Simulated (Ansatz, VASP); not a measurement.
# Two plane-wave programs on BiN

INCAR

```
ALGO = Normal ; EDIFF = 1E-6
ENCUT = 520 ; GGA = PE
ISIF = 2 ; ISMEAR = 0
LASPH = T ; LCHARG = F
LREAL = F ; LWAVE = F
NBANDS = 17 ; NELM = 100
PREC = Accurate ; SIGMA = 0.05
```

Contents of KPOINTS:

```
k-points
0
Gamma
  10 10 10
```

POSCAR

```
BiN
1.0
    0.0000000000      2.7242460438      2.7242460438
    2.7242460438      0.0000000000      2.7242460438
    2.7242460438      2.7242460438      0.0000000000
Bi N
1 1
Direct
    0.0000000000      0.0000000000      0.0000000000
    0.2500000000      0.2500000000      0.2500000000
```

Input for Ansatz:

```yaml
crystal:
  lattice:
    - [0.0, 2.7242460438, 2.7242460438]
    - [2.7242460438, 0.0, 2.7242460438]
    - [2.7242460438, 2.7242460438, 0.0]
  atoms:
    - { symbol: Bi, position: [0.0, 0.0, 0.0] }
    - { symbol: "N", position: [0.25, 0.25, 0.25] }
basis:
  ecutwfc: 420
  ecutrho_ratio: 4
kpoints:
  mp_grid: { grid: [10, 10, 10] }
hamiltonian:
  xc: pbe
scf:
  occupations: { method: gaussian, width: 0.05 }
output:
  forces: true
  stress: true
  eigenvalues: true
```

Alike in both runs: task single point; functional PBE; k mesh 10 × 10 × 10; occupations gaussian, width 0.05 eV; no spin polarisation.

|  | VASP | Ansatz |
| --- | --- | --- |
| version | VASP 6.6.1 | Ansatz 0.2.0 |
| potentials or method | VASP PAW PBE potentials, release 64 (Bi_d, N), cutoff 520 eV | scalar-relativistic, plane waves, PAW |
| valence electrons in the cell | 20 | 20 |

```csv
,VASP,Ansatz,Ansatz less VASP
pressure (GPa),5.3,5.3,-0.01
```

The functional is the same, so the differences come from potentials, cutoffs and numerics.

Neither program's run includes spin-orbit coupling.
